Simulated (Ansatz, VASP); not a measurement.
ZnCu in VASP and in Ansatz

```xyz
4
Lattice="0.0000 2.9218 2.9218 2.9218 0.0000 2.9218 2.9218 2.9218 0.0000" Properties=species:S:1:pos:R:3 pbc="T T T"
Cu    2.9218    2.9218    2.9218
Cu    4.3827    4.3827    4.3827
Zn    0.0000    0.0000    0.0000
Zn    1.4609    1.4609    1.4609
```

Alike in both runs: functional r2SCAN; k mesh 12 × 12 × 12; occupations gaussian, width 0.1 eV; no spin polarisation.

Ansatz relaxed the structure, and its values are those at the end. VASP's run is a single point on that final structure, the one shown.

|  | VASP | Ansatz |
| --- | --- | --- |
| version | VASP 6.6.1 | Ansatz 0.2.0 |
| potentials or method | VASP PAW PBE potentials, release 64 (Cu, Zn), cutoff 520 eV | scalar-relativistic, plane waves, PAW |
| valence electrons in the cell | 46 | 62 |

Ansatz gave:

- gap on the k mesh at the Fermi level (eV): none
- pressure (GPa): -0.1

Problem. Estimate VASP's values.

Solution. gap on the k mesh at the Fermi level (eV): none; pressure (GPa): 0.6.

VASP's potentials were made for PBE, not for r2SCAN. A gap of «none» marks a metal or a gap that the smearing closes. VASP's potentials hold 46 valence electrons a cell and Ansatz's 62, so a difference there can come from the potentials and not from the codes.
